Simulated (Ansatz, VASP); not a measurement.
## One calculation of MnO, two programs

The input INCAR:

```
ALGO     = Normal         # electronic algorithm
EDIFF    = 1E-6           # SCF threshold, eV
ENCUT    = 600            # plane-wave cutoff, eV
GGA_COMPAT= F            
ISIF     = 2              # what is computed and relaxed
ISMEAR   = 0              # smearing method
ISPIN    = 2              # spin polarisation
LASPH    = T              # aspherical terms in the spheres
LCHARG   = F              # write CHGCAR
LDAU     = T              # DFT+U
LDAUJ    = 0 0          
LDAUL    = 2 -1           # shell
LDAUPRINT= 1            
LDAUTYPE = 2            
LDAUU    = 6 0            # U, eV
LMAXMIX  = 4              # l up to which the mixer works
LORBIT   = 11             # projections on sites
LREAL    = F              # projectors in reciprocal space
LWAVE    = F              # write WAVECAR
MAGMOM   = 4.27 -4.27 0 0 # initial moments
NBANDS   = 31             # bands
NELM     = 200            # most SCF steps
PREC     = Accurate       # precision mode
SIGMA    = 0.05           # smearing width, eV
```

The input KPOINTS:

```
k-points
0
Gamma
  7 7 7
```

POSCAR

```
MnO
1.0
    2.6723886600      0.0000000000      2.6723886600
    0.0000000000      2.6723886600      2.6723886600
    0.0000000000      0.0000000000      5.3447773200
Mn O
2 2
Direct
    0.0000000000      0.0000000000      0.0000000000
    0.0000000000      0.0000000000      0.5000000000
    0.5000000000      0.5000000000      0.7500000000
    0.5000000000      0.5000000000      0.2500000000
```

Input for Ansatz:

```yaml
crystal:
  lattice:
    - [2.67238866, 0.0, 2.67238866]
    - [0.0, 2.67238866, 2.67238866]
    - [0.0, 0.0, 5.34477732]
  atoms:
    - { symbol: Mn, position: [0.0, 0.0, 0.0], spin: 4.35 }
    - { symbol: O, position: [0.5, 0.5, 0.75] }
    - { symbol: Mn, position: [0.0, 0.0, 0.5], spin: -4.35 }
    - { symbol: O, position: [0.5, 0.5, 0.25] }
basis:
  ecutwfc: 420
  ecutrho_ratio: 4
kpoints:
  mp_grid: { grid: [7, 7, 7] }
hamiltonian:
  xc: lda
  hubbard:
    sites:
      - { site: 0, l: d, u_eff: 6.0, starting_ns: [{ spin: up, occupation_matrix: s0up }, { spin: down, occupation_matrix: s0down }] }
      - { site: 2, l: d, u_eff: 6.0, starting_ns: [{ spin: up, occupation_matrix: s2up }, { spin: down, occupation_matrix: s2down }] }
    occupation_matrices:
      s0up:
        matrix:
          - [0.97, 0.0, 0.0, 0.0, 0.0]
          - [0.0, 0.97, 0.0, 0.0, 0.0]
          - [0.0, 0.0, 0.97, 0.0, 0.0]
          - [0.0, 0.0, 0.0, 0.97, 0.0]
          - [0.0, 0.0, 0.0, 0.0, 0.97]
      s0down:
        matrix:
          - [0.02, 0.0, 0.0, 0.0, 0.0]
          - [0.0, 0.02, 0.0, 0.0, 0.0]
          - [0.0, 0.0, 0.02, 0.0, 0.0]
          - [0.0, 0.0, 0.0, 0.02, 0.0]
          - [0.0, 0.0, 0.0, 0.0, 0.02]
      s2up:
        matrix:
          - [0.02, 0.0, 0.0, 0.0, 0.0]
          - [0.0, 0.02, 0.0, 0.0, 0.0]
          - [0.0, 0.0, 0.02, 0.0, 0.0]
          - [0.0, 0.0, 0.0, 0.02, 0.0]
          - [0.0, 0.0, 0.0, 0.0, 0.02]
      s2down:
        matrix:
          - [0.97, 0.0, 0.0, 0.0, 0.0]
          - [0.0, 0.97, 0.0, 0.0, 0.0]
          - [0.0, 0.0, 0.97, 0.0, 0.0]
          - [0.0, 0.0, 0.0, 0.97, 0.0]
          - [0.0, 0.0, 0.0, 0.0, 0.97]
    ns_hold: { iters: 8 }
scf:
  occupations: { method: gaussian, width: 0.05 }
  lower_state_search: "off"
  max_iter: 150
output:
  forces: true
  stress: true
  eigenvalues: true
  populations: true
  hubbard: { sites: [{ site: 0, l: d }, { site: 2, l: d }] }
magnetization:
  spin_polarized: true
  spin_locking: { lock_spins: true, n_iters: 12 }
```

Alike in both runs: task single point; functional LDA; k mesh 7 × 7 × 7; occupations gaussian, width 0.05 eV; collinear spin; Hubbard terms Mn d U = 6.0 eV.

```csv
,VASP,Ansatz
version,VASP 6.6.1,Ansatz 0.2.0
potentials or method,"VASP PAW LDA potentials, release 64 (Mn_pv, O), cutoff 600 eV","scalar-relativistic, plane waves, PAW"
valence electrons in the cell,38,42
```

|  | VASP | Ansatz | Ansatz less VASP |
| --- | --- | --- | --- |
| gap on the k mesh at the Fermi level (eV) | 2.14 | 1.98 | -0.155 |
| least direct gap on the mesh (eV) | 3.26 | 3.13 | -0.132 |
| pressure (GPa) | 3.6 | 8.3 | +4.65 |
| net moment per atom (μB) | 0.00 | 0.00 | 0.000 |
| size of the moment on the site where the two differ most (μB) | 4.54 | 4.27 | -0.264 |

LDA's correlation is that of Perdew and Zunger in VASP and of Perdew and Wang (1992) in Ansatz. Site moments also hang on the region over which each program counts them. The programs project onto different local orbitals, so the same U acts differently, and such runs can settle in different states. VASP's potentials hold 38 valence electrons a cell and Ansatz's 42, so a difference there can come from the potentials and not from the codes. Ansatz's warnings: stress scf threshold loose.
